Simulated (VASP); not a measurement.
**BiMo: single point with PBEsol**

Crystal: BiMo.

```
CELL_PARAMETERS angstrom
0.00000 3.11392 3.11392
3.11392 0.00000 3.11392
3.11392 3.11392 0.00000
ATOMIC_POSITIONS crystal
Mo 0.00000 0.00000 0.00000
Bi 0.25000 0.25000 0.25000
```

| Property | Result |
| --- | --- |
| Program | VASP 6.6.1 |
| Task | single point |
| Functional | PBEsol |
| Potentials or basis | VASP PAW PBE potentials, release 64 (Mo_sv, Bi_d) |
| Cutoff | 520 eV |
| k mesh | 10 × 10 × 10 |
| Occupations | gaussian, width 0.05 eV |
| Spin | no spin polarisation |

```
Pressure               : -0.3 GPa
Band gap on the k mesh : zero (an odd number of electrons rules out a gap without spin polarisation)
```

Levels at points of the mesh, in eV from the Fermi level:
```
           k point  band 12  band 13  band 14  band 15  band 16  band 17
(0.00, 0.00, 0.00)    -2.48    -2.48    -0.10    -0.10     2.52     5.46
(0.50, 0.00, 0.00)    -2.18    -2.18     0.03     0.03     0.23     3.16
(0.50, 0.50, 0.00)    -1.40    -1.40    -0.67     0.08     0.48     0.93
```

Run time: 31 s on 1 thread of Intel(R) Xeon(R) 6975P-C (Granite Rapids), with other jobs on the host, peak memory 0.23 GiB.

Caveat: the PAW data sets were made with another functional, which shifts forces and pressure a little; spin-orbit coupling is left out, which moves the levels of the heavy elements.
